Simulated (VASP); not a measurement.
Input of a VASP 6.6.1 run:

The input INCAR:

```
ALGO     = Normal         # electronic algorithm
EDIFF    = 1E-7           # SCF threshold, eV
EDIFFG   = -0.04          # ionic threshold
ENCUT    = 560            # plane-wave cutoff, eV
GGA      = PE             # functional
GGA_COMPAT= False        
IBRION   = 2              # ionic algorithm
ISIF     = 3              # what is computed and relaxed
ISMEAR   = 0              # smearing method
LASPH    = True           # aspherical terms in the spheres
LCHARG   = False          # write CHGCAR
LREAL    = False          # projectors in reciprocal space
LWAVE    = False          # write WAVECAR
NELM     = 120            # most SCF steps
NELMIN   = 4            
NSW      = 90             # ionic steps
PREC     = Accurate       # precision mode
SIGMA    = 0.1            # smearing width, eV
```

The input KPOINTS:

```
k-points
0
Gamma
  4 4 4
```

File POSCAR:

```
Re
1.0
   -3.1988913854      3.1988913854      3.1988913854
    3.1988913854     -3.1988913854      3.1988913854
    3.1988913854      3.1988913854     -3.1988913854
Re
8
Direct
    0.2060000000      0.2060000000      0.2060000000
    0.5000000000      0.0000000000      0.2940000000
    0.2940000000      0.5000000000      0.0000000000
    0.0000000000      0.2940000000      0.5000000000
    0.7940000000      0.7940000000      0.7940000000
    0.5000000000      0.0000000000      0.7060000000
    0.7060000000      0.5000000000      0.0000000000
    0.0000000000      0.7060000000      0.5000000000
```

Potentials or basis: VASP PAW PBE potentials, release 64 (Re_sv_GW).

Command:

```bash
$ cat potpaw_PBE.64/Re_sv_GW/POTCAR > POTCAR
$ mpirun -np 1 vasp_std > vasp.out
```

Estimate the band gap on the k mesh.

zero (bands 60 and 61 overlap by 1.31 eV).

Predict the relaxed volume.

20.03 Å³/atom.

Forces on the atoms (eV/Å):
```
Re   0.015  0.015  0.015
Re  -0.015 -0.015  0.015
Re   0.015 -0.015 -0.015
Re  -0.015  0.015 -0.015
Re  -0.015 -0.015 -0.015
Re   0.015  0.015 -0.015
Re  -0.015  0.015  0.015
Re   0.015 -0.015  0.015
```

Caveat: the volume moved by over 15 % at a fixed basis, so the end points are rough; spin-orbit coupling is left out, which moves the levels of the heavy elements.
